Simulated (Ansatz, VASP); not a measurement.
## HgTe in VASP and in Ansatz

```xyz
2
Lattice="0.0000 3.1905 3.4197 3.1905 0.0000 3.4197 3.1905 3.1905 0.0000" Properties=species:S:1:pos:R:3 pbc="T T T"
Hg    0.0000    0.0000    0.0000
Te    1.5952    1.5952    1.7098
```

Change from the starting cell: epitaxial_xy strain -3.0%.

Alike in both runs: task single point; functional r2SCAN; k mesh 6 × 6 × 6; occupations fermi-dirac, width 0.02 eV; no spin polarisation.

|  | VASP | Ansatz |
| --- | --- | --- |
| version | VASP 6.6.1 | Ansatz 0.2.0 |
| potentials or method | VASP PAW PBE potentials, release 64 (Hg, Te) | plane waves, PAW |
| plane-wave cutoff (eV) | 520 | 500 |
| valence electrons in the cell | 18 | 36 |

Ansatz gave:

```
pressure (GPa)                                                : 0.8
traceless stress, the component that is largest in VASP (GPa) : -0.77
```

Q: What did VASP give for the same quantities?

A: Pressure (GPa): 0.9; traceless stress, the component that is largest in VASP (GPa): -0.78.

VASP's potentials were made for PBE, not for r2SCAN. The functional is the same, so the differences come from potentials, cutoffs and numerics. VASP's potentials hold 18 valence electrons a cell and Ansatz's 36, so a difference there can come from the potentials and not from the codes.

Spin-orbit coupling is off throughout.
